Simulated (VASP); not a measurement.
A run of VASP 6.6.1 is set up as follows.

INCAR

```
SYSTEM = Si
PREC = Accurate
ENCUT = 520
EDIFF = 1E-6
ISMEAR = -1
SIGMA = 0.08
LREAL = .False.
LASPH = .True.
NELM = 60
ALGO = Normal
ISIF = 2
LWAVE = .False.
LCHARG = .False.
GGA = PE
NBANDS = 11
```

Contents of KPOINTS:

```
Automatic mesh
0
Gamma
  12 12 12
  0 0 0
```

The input POSCAR:

```
Si
1.0
    0.0000000000      2.7154700000      2.7154700000
    2.7154700000      0.0000000000      2.7154700000
    2.7154700000      2.7154700000      0.0000000000
Si
2
Direct
    0.5000000000      0.5000000000      0.5000000000
    0.7500000000      0.7500000000      0.7500000000
```

Potentials or basis: VASP PAW PBE potentials, release 64 (Si).

Run with:

```console
$ cat potpaw_PBE.64/Si/POTCAR > POTCAR
$ mpirun -np 1 vasp_std > vasp.out
```

**Question.** Estimate the band gap on the k mesh.

**Answer.** 0.57 eV, indirect (least direct gap 2.57 eV).

**Question.** Predict the pressure.

**Answer.** 1.9 GPa.

A k mesh can miss the band edges. A hybrid or GW would open this gap; PBE tends to underestimate it.
